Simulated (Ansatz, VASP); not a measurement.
## Ge in VASP and in Ansatz

File INCAR:

```
SYSTEM = Ge
PREC = Accurate ; ENCUT = 520
EDIFF = 1E-6 ; ISMEAR = -1
SIGMA = 0.05 ; LREAL = .FALSE.
LASPH = .TRUE. ; NELM = 60
ALGO = Normal ; ISIF = 2
LWAVE = .FALSE. ; LCHARG = .FALSE.
GGA = PE ; NBANDS = 21
```

KPOINTS

```
regular mesh
0
G
  10 10 10
  0 0 0
```

Contents of POSCAR:

```
Ge
1.0
    0.0000000000      2.8287700000      2.8570577000
    2.8287700000      0.0000000000      2.8570577000
    2.8287700000      2.8287700000      0.0000000000
Ge
2
Direct
    0.5000000000      0.5000000000      0.5000000000
    0.7500000000      0.7500000000      0.7500000000
```

Input for Ansatz:

```yaml
crystal:
  lattice:
    - [0.0, 2.82877, 2.8570577]
    - [2.82877, 0.0, 2.8570577]
    - [2.82877, 2.82877, 0.0]
  atoms:
    - { symbol: Ge, position: [0.5, 0.5, 0.5] }
    - { symbol: Ge, position: [0.75, 0.75, 0.75] }
kpoints:
  mp_grid: { grid: [10, 10, 10] }
  band_path:
    path:
      - [0.0, 0.0, 0.0]
      - [0.0, 0.5, 0.5]
      - [0.25, 0.75, 0.5]
      - [0.0, 0.5, 0.0]
      - [0.0, 0.0, 0.0]
      - [0.5, 0.5, 0.0]
      - [0.3725370062, 0.6274629938, 0.0]
      - [-0.3725370062, 0.3725370062, 0.0]
      - [0.0, 0.0, 0.0]
    npoints: 5
scf:
  occupations: { method: fermi_dirac, width: 0.05 }
hamiltonian:
  xc: pbe
  pseudopotentials: { kind: all_electron, lapw: { basis_error: 0.00025 } }
output:
  forces: true
  stress: true
  eigenvalues: true
```

Change from the starting cell: zz strain of +1 %.

Alike in both runs: task single point; functional PBE; k mesh 10 × 10 × 10; occupations fermi-dirac, width 0.05 eV; no spin polarisation.

|  | VASP | Ansatz |
| --- | --- | --- |
| version | VASP 6.6.1 | Ansatz 0.2.0 |
| potentials or method | VASP PAW PBE potentials, release 64 (Ge_d), cutoff 520 eV | all-electron LAPW, scalar-relativistic |

Ansatz gave:

| Item | Value |
| --- | --- |
| pressure (GPa) | 2.9 |
| traceless stress, the component that is largest in VASP (GPa) | -0.47 |

Task: Which values does VASP return?

Result: Pressure (GPa): 2.8; traceless stress, the component that is largest in VASP (GPa): -0.47.

Ansatz ran all-electron here, and VASP with PAW potentials.
